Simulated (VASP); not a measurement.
Here is a VASP 6.6.1 calculation.

Contents of POSCAR:

```
NaF
1.0
    0.0000000000      2.2726397722      2.2726397722
    2.2726397722      0.0000000000      2.2726397722
    2.2726397722      2.2726397722      0.0000000000
Na F
1 1
Direct
    0.0000000000      0.0000000000      0.0000000000
    0.5000000000      0.5000000000      0.5000000000
```

Contents of INCAR.step1:

```
SYSTEM = NaF
ALGO = Normal
EDIFF = 1E-5
ENCUT = 520
GGA = PE
ISIF = 2
ISMEAR = -1
LASPH = .TRUE.
LREAL = .FALSE.
LWAVE = .TRUE.
NBANDS = 14
NELM = 100
PREC = Accurate
SIGMA = 0.05
```

INCAR.step2

```
SYSTEM = NaF
AEXX = 0.25
ALGO = Normal
EDIFF = 1E-6
ENCUT = 520
GGA = PE
ISIF = 2
ISMEAR = -1
ISTART = 1
LASPH = .TRUE.
LCHARG = .TRUE.
LELF = .TRUE.
LHFCALC = .TRUE.
LREAL = .FALSE.
LVHAR = .TRUE.
LWAVE = .FALSE.
NBANDS = 14
NELM = 100
PREC = Accurate
PRECFOCK = Normal
SIGMA = 0.05
```

Contents of KPOINTS:

```
k-points
0
G
  6 6 6
  0 0 0
```

Potentials or basis: VASP PAW PBE potentials, release 64 (Na_pv, F).

Run with:

```sh
$ cat potpaw_PBE.64/Na_pv/POTCAR potpaw_PBE.64/F/POTCAR > POTCAR
$ cp INCAR.step1 INCAR
$ mpirun -np 1 vasp_std > vasp.out
$ cp INCAR.step2 INCAR
$ mpirun -np 1 vasp_std > vasp.out
```

(1) What does it give for the band gap on the k mesh?

(2) Predict the pressure.

Answers

(1) 9.58 eV.

(2) 3.5 GPa.

Caveat: the cell stands under pressure; the PAW data sets were made with another functional, which shifts forces and pressure a little.
